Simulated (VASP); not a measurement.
# Rh2Au (I4/mmm) in VASP: a series of runs, part 2 of 2

VASP 6.6.1. Earlier steps stand in the parts before.

## (4) Single point, PBE

Contents of INCAR:

```
SYSTEM = Rh2Au
PREC     = Accurate       ! precision mode
ENCUT    = 520            ! plane-wave cutoff, eV
EDIFF    = 1E-6           ! SCF threshold, eV
ISMEAR   = -1             ! smearing method
SIGMA    = 0.1            ! smearing width, eV
LREAL    = .False.        ! projectors in reciprocal space
LASPH    = .True.         ! aspherical terms in the spheres
NELM     = 60             ! most SCF steps
ALGO     = Normal         ! electronic algorithm
ISIF     = 2              ! what is computed and relaxed
LWAVE    = .False.        ! write WAVECAR
LCHARG   = .False.        ! write CHGCAR
GGA      = PE             ! functional
NBANDS   = 28             ! bands
```

Contents of KPOINTS:

```
Automatic mesh
0
Gamma
  6 6 6
  0 0 0
```

Contents of POSCAR:

```
Rh2Au
1.0
    0.0000000000      2.8000787870      0.0000000000
    2.8000787870      0.0000000000      0.0000000000
    1.4000393935      1.4000393935     -5.8999251247
Rh Au
2 1
Direct
    0.3236580898      0.3236580898      0.3526838204
    0.6763419102      0.6763419102      0.6473161796
    0.0000000000      0.0000000000      0.0000000000
```

Potentials or basis: VASP PAW PBE potentials, release 64 (Rh_pv, Au).

Started as:

```
$ cat potpaw_PBE.64/Rh_pv/POTCAR potpaw_PBE.64/Au/POTCAR > POTCAR
$ mpirun -np 1 vasp_std > vasp.out
```

OUTCAR:

```text
SYSTEM = Rh2Au
   PREC = Accurate
   ENCUT = 520
   EDIFF = 1E-6
   ISMEAR = -1
   LREAL = .False.
   LASPH = .True.
   NELM = 60
   ISIF = 2
   GGA = PE

 ion  position               nearest neighbor table
   1  0.324  0.324  0.353-   2 2.63   2 2.63   2 2.63   2 2.63   3 2.87   3 2.87   3 2.87   3 2.87

   2  0.676  0.676  0.647-   1 2.63   1 2.63   1 2.63   1 2.63   3 2.87   3 2.87   3 2.87   3 2.87

   3  0.000  0.000  0.000-   2 2.87   2 2.87   2 2.87   1 2.87   2 2.87   1 2.87   1 2.87   1 2.87

  LATTYP: Found a body centered tetragonal cell.
 ALAT       =     2.8000787870
 C/A-ratio  =     4.2141136543

  Lattice vectors:

 A1 = (  -1.4000393935,   1.4000393935,   5.8999251247)
 A2 = (   1.4000393935,  -1.4000393935,   5.8999251247)
 A3 = (   1.4000393935,   1.4000393935,  -5.8999251247)

Analysis of symmetry for initial positions (statically):
=====================================================================
 Subroutine PRICEL returns:
 Original cell was already a primitive cell.

 Routine SETGRP: Setting up the symmetry group for a
 body centered tetragonal supercell.

 Subroutine GETGRP returns: Found 16 space group operations
 (whereof 16 operations were pure point group operations)
 out of a pool of 16 trial point group operations.

The static configuration has the point symmetry D_4h.

Analysis of symmetry for dynamics (positions and initial velocities):
=====================================================================
 Subroutine PRICEL returns:
 Original cell was already a primitive cell.

 Routine SETGRP: Setting up the symmetry group for a
 body centered tetragonal supercell.

 Subroutine GETGRP returns: Found 16 space group operations
 (whereof 16 operations were pure point group operations)
 out of a pool of 16 trial point group operations.

The dynamic configuration has the point symmetry D_4h.

[... 116 lines left out ...]
   EFERMI_NEDOS =   21; number of points for ismear=-14 and -15
   IALGO  =     38    algorithm
   IMIX   =      4    mixing-type and parameters
     AMIX     =   0.40;   BMIX     =  1.00
     AMIX_MAG =   1.60;   BMIX_MAG =  1.00
  volume/ion in A,a.u.               =      15.42       104.05
  Fermi-wavevector in a.u.,A,eV,Ry     =   1.572560  2.971707 33.646442  2.472944
  Thomas-Fermi vector in A             =   2.673976
   LORBIT       =      0    0 simple, 1 ext, 2 COOP (PROOUT), +10 PAW based schemes
   GGA     = PE    functional components
   LHFCALC =     F    Hartree Fock is set to
   AEXX    =    0.0000 exact exchange contribution
   IVDW    =     0    specifies the selected vdW correction
   LEPSILON=     F    determine dielectric tensor
   LRPA    =     F    only Hartree local field effects (RPA)
 non-spin polarized calculation
  energy-cutoff  :      520.00
  volume of cell :       46.26
 maximum number of plane-waves:      1273
 NGX is ok and might be reduce to    24
   NGX = 11   NGY = 11   NGZ = 23

 number of electron      41.0000001 magnetization

 Free energy of the ion-electron system (eV)
  ---------------------------------------------------
  ext. energy  EPLUGINS =         0.00000000
  ---------------------------------------------------
  free energy    TOTEN  =       -17.42860961 eV

  energy without entropy =      -17.27848768  energy(sigma->0) =      -17.35354864

 E-fermi :  10.2500     XC(G=0): -13.2955

 val. band max:       10.2399192497   @ k =   0.0000   0.0000   0.1667
 cond. band min:      10.2605227784   @ k =  -0.1667   0.0000   0.1667
 fundamental gap:      0.0206035287
 Fermi energy:        10.2500491652

 k-point     1 :       0.0000    0.0000    0.0000
  band No.  band energies     occupation
      1     -36.3098      2.00000
      2     -36.1543      2.00000
      3     -36.1543      2.00000
      4     -35.9589      2.00000
      5     -35.9589      2.00000
      6     -35.9535      2.00000
[... 733 lines left out ...]
     27      21.2559      0.00000
     28      22.0556      0.00000

 [... further k-points ...]

------------------------ aborting loop because EDIFF is reached ----------------------------------------

  FORCE on cell =-STRESS in cart. coord.  units (eV):
  Direction    XX          YY          ZZ          XY          YZ          ZX
  --------------------------------------------------------------------------------------
  -------------------------------------------------------------------------------------
  Total       -0.0399368     -0.0399368     -0.0335883      0.0000000     -0.0000000     -0.0000000
  in kB       -1.3832374     -1.3832374     -1.1633522      0.0000000     -0.0000000     -0.0000000
  external PRESSURE =      -1.3099424 kB  Pullay stress =       0.0000000 kB

 VOLUME and BASIS-vectors are now :
 -----------------------------------------------------------------------------
  energy-cutoff  :      520.00
  volume of cell :       46.26
      direct lattice vectors                 reciprocal lattice vectors
     0.000000000  2.800078787  0.000000000     0.000000000  0.357132808  0.084746838
     2.800078787  0.000000000  0.000000000     0.357132808  0.000000000  0.084746838
     1.400039393  1.400039393 -5.899925125     0.000000000  0.000000000 -0.169493676

 POSITION                                       TOTAL-FORCE (eV/Angst)
 -----------------------------------------------------------------------------------
      1.40004      1.40004     -2.08081         0.000000      0.000000      0.005452
      2.80008      2.80008     -3.81912        -0.000000     -0.000000     -0.005452
      0.00000      0.00000      0.00000         0.000000      0.000000      0.000000
 -----------------------------------------------------------------------------------
    total drift:                                0.000000      0.000000     -0.000000

  FREE ENERGIE OF THE ION-ELECTRON SYSTEM (eV)
  ---------------------------------------------------
  free  energy   TOTEN  =       -17.4286096074 eV

  energy  without entropy=      -17.2784876814  energy(sigma->0) =      -17.35354864
```

OSZICAR:

```text
N       E                     dE             d eps       ncg     rms          rms(c)
DAV:   1     0.431758869247E+03    0.43176E+03   -0.24307E+04  1688   0.157E+03
DAV:   2    -0.757041600408E+01   -0.43933E+03   -0.42752E+03  1732   0.463E+02
DAV:   3    -0.189760770009E+02   -0.11406E+02   -0.11272E+02  1864   0.825E+01
DAV:   4    -0.190632799539E+02   -0.87203E-01   -0.87172E-01  1848   0.727E+00
DAV:   5    -0.190645698757E+02   -0.12899E-02   -0.12899E-02  1856   0.937E-01    0.155E+01
DAV:   6    -0.180294917642E+02    0.10351E+01   -0.13150E+01  1808   0.280E+01    0.135E+01
DAV:   7    -0.174638474250E+02    0.56564E+00   -0.36190E+00  1772   0.163E+01    0.506E+00
DAV:   8    -0.174327175278E+02    0.31130E-01   -0.16816E-01  1792   0.380E+00    0.255E+00
DAV:   9    -0.174287875433E+02    0.39300E-02   -0.83104E-03  1844   0.881E-01    0.169E-01
DAV:  10    -0.174286187465E+02    0.16880E-03   -0.12463E-03  1912   0.286E-01    0.637E-02
DAV:  11    -0.174286158113E+02    0.29352E-05   -0.21497E-04  1800   0.152E-01    0.222E-02
DAV:  12    -0.174286096743E+02    0.61370E-05   -0.17487E-05  1864   0.448E-02    0.626E-03
DAV:  13    -0.174286096074E+02    0.66929E-07   -0.97661E-07  1008   0.888E-03
   1 F= -.17428610E+02 E0= -.17353549E+02  d E =-.150122E+00
```

Run time: 28 s. Hardware: 1 thread of Intel Xeon Platinum 8375C at 2.90GHz (Ice Lake), shared host; peak memory 0.19 GiB.

What came out:

- Free energy: -17.4286 eV
- Pressure: -0.1 GPa
- Largest force: 0.005 eV/Å

Forces on the atoms (eV/Å):
```
Rh   0.000  0.000  0.005
Rh   0.000  0.000 -0.005
Au   0.000  0.000  0.000
```

Levels at points of the mesh, in eV from the Fermi level:
```
           k point  band 16  band 17  band 18  band 19  band 20  band 21  band 22  band 23  band 24  band 25
(0.00, 0.00, 0.00)    -2.23    -1.65    -1.65    -1.19    -0.90    -0.19    -0.19    -0.07     0.23    14.04
(0.50, 0.00, 0.00)    -2.48    -2.44    -1.92    -0.48    -0.07     0.20     0.26     1.37     2.14     5.94
(0.50, 0.50, 0.00)    -1.20    -0.43     0.08     0.26     0.70     0.70     2.39     5.83     6.03     6.39
(0.00, 0.00, 0.50)    -2.35    -2.31    -2.31    -1.20    -0.98     0.30     0.42     0.42     2.84     9.55
```

Caveat: the k points lie up to 0.38 Å⁻¹ apart; spin-orbit coupling is left out, which moves the levels of the heavy elements.

## (5) Relaxation of cell and atoms, PBE

This run uses another cell than the first one, of 16.08 Å³/atom, 1.043 times its volume.

Contents of INCAR:

```
SYSTEM = Rh2Au
PREC     = Accurate       ! precision mode
ENCUT    = 600            ! plane-wave cutoff, eV
EDIFF    = 1E-7           ! SCF threshold, eV
ISMEAR   = -1             ! smearing method
SIGMA    = 0.1            ! smearing width, eV
LREAL    = .False.        ! projectors in reciprocal space
LASPH    = .True.         ! aspherical terms in the spheres
NELM     = 80             ! most SCF steps
ALGO     = Normal         ! electronic algorithm
ISIF     = 3              ! what is computed and relaxed
LWAVE    = .False.        ! write WAVECAR
LCHARG   = .False.        ! write CHGCAR
GGA      = PE             ! functional
IBRION   = 2              ! ionic algorithm
NSW      = 60             ! ionic steps
EDIFFG   = -0.01          ! ionic threshold
```

Contents of KPOINTS:

```
regular mesh
0
Gamma
  6 6 6
  0 0 0
```

Contents of POSCAR:

```
Rh2Au
1.0
    0.0000000000      2.9950080000      0.0000000000
    2.9950080000      0.0000000000      0.0000000000
    1.4975040000      1.4975040000     -5.3791760000
Rh Au
2 1
Direct
    0.3400000000      0.3400000000      0.3200000000
    0.6600000000      0.6600000000      0.6800000000
    0.0000000000      0.0000000000      0.0000000000
```

Started as:

```
$ cat potpaw_PBE.64/Rh_pv/POTCAR potpaw_PBE.64/Au/POTCAR > POTCAR
$ mpirun -np 1 vasp_std > vasp.out
```

Run time: 3.8 min. Hardware: 1 thread of Intel Xeon Platinum 8375C at 2.90GHz (Ice Lake), shared host; peak memory 0.21 GiB.

It converged, with:

```
Free energy                            : -17.4290 eV
Relaxed volume                         : 15.41 Å³/atom
Relaxed cell                           : a = 2.799 Å, b = 2.799 Å, c = 6.223 Å, α = 77.00°, β = 77.00°, γ = 90.00°
Space group after relaxing (to 0.05 Å) : I4/mmm (No. 139)
Energy gained by relaxing              : 197.6 meV/atom
Ionic steps                            : 12
Pressure after relaxing                : 0.0 GPa
Largest force after relaxing           : 0.009 eV/Å
```

Forces on the atoms (eV/Å):
```
Rh   0.000  0.000 -0.009
Rh   0.000  0.000  0.009
Au   0.000  0.000  0.000
```

Stress tensor (GPa, compression positive):
```
 0.05  0.00  0.00
 0.00  0.05  0.00
 0.00  0.00 -0.06
```

The path:
```
step  energy change (eV)  largest force (eV/Å)  pressure (GPa)  volume (Å³)
   1              0.0000                1.8632           -6.11        48.25
   2             -0.2944                1.1795           10.45        44.09
   3             -0.2944                1.1836           10.39        44.10
   4             -0.4585                0.0701            7.33        44.70
   5             -0.4801                0.5801            6.78        45.02
   6             -0.5353                0.1105           -2.48        46.87
   7             -0.5354                0.1282           -2.15        46.79
   8             -0.5591                0.0358           -1.63        46.60
   9             -0.5873                0.2346            0.14        46.07
  10             -0.5874                0.2530            0.28        46.03
  11             -0.5911                0.1450            0.14        46.12
  12             -0.5927                0.0086            0.01        46.22
```

Final structure:
```
Rh Au
1.0
     0.00000    2.79895    0.00000
     2.79895    0.00000    0.00000
     1.39948    1.39948   -5.89951
Rh Au
2 1
Cartesian
  1.3995 1.3995 -2.0796
  2.7990 2.7990 -3.8199
  1.3995 1.3995 -5.8995
```

Levels at points of the mesh, in eV from the Fermi level:
```
           k point  band 18  band 19  band 20  band 21  band 22  band 23
(0.00, 0.00, 0.00)    -1.65    -1.19    -0.89    -0.19    -0.19    -0.08
(0.50, 0.00, 0.00)    -1.92    -0.48    -0.07     0.20     0.26     1.37
(0.50, 0.50, 0.00)     0.09     0.26     0.71     0.71     2.39     5.83
(0.00, 0.00, 0.50)    -2.31    -1.20    -0.98     0.30     0.42     0.42
```

Caveat: the k points lie up to 0.38 Å⁻¹ apart in the final cell; spin-orbit coupling is left out, which moves the levels of the heavy elements.
